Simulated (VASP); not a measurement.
A run of VASP 6.6.1 is set up as follows.

Contents of INCAR:

```
SYSTEM = AlN
PREC = Accurate
ENCUT = 520
EDIFF = 1E-6
ISMEAR = 0
SIGMA = 0.05
LREAL = .False.
LASPH = .True.
NELM = 60
ALGO = Normal
ISIF = 2
LWAVE = .False.
LCHARG = .False.
GGA = PE
NBANDS = 16
```

File KPOINTS:

```
Automatic mesh
0
Gamma
  9 9 6
  0 0 0
```

POSCAR

```
AlN
1.0
    3.3995333341      0.0000000000      0.0000000000
   -1.6997666671      2.9440822283      0.0000000000
    0.0000000000      0.0000000000      4.2963456686
Al N
2 2
Direct
    0.3333333333      0.6666666667      0.7500000000
    0.6666666667      0.3333333333      0.2500000000
    0.3333333333      0.6666666667      0.2500000000
    0.6666666667      0.3333333333      0.7500000000
```

Potentials or basis: VASP PAW PBE potentials, release 64 (Al, N).

Command:

```bash
$ cat potpaw_PBE.64/Al/POTCAR potpaw_PBE.64/N/POTCAR > POTCAR
$ mpirun -np 1 vasp_std > vasp.out
```

Q: What does it give for the band gap on the k mesh?

A: 2.68 eV, direct.

Q: Predict the pressure.

A: -13.8 GPa.

Stress tensor (GPa, compression positive):
```
-14.77   0.00   0.00
  0.00 -14.77   0.00
  0.00   0.00 -11.90
```
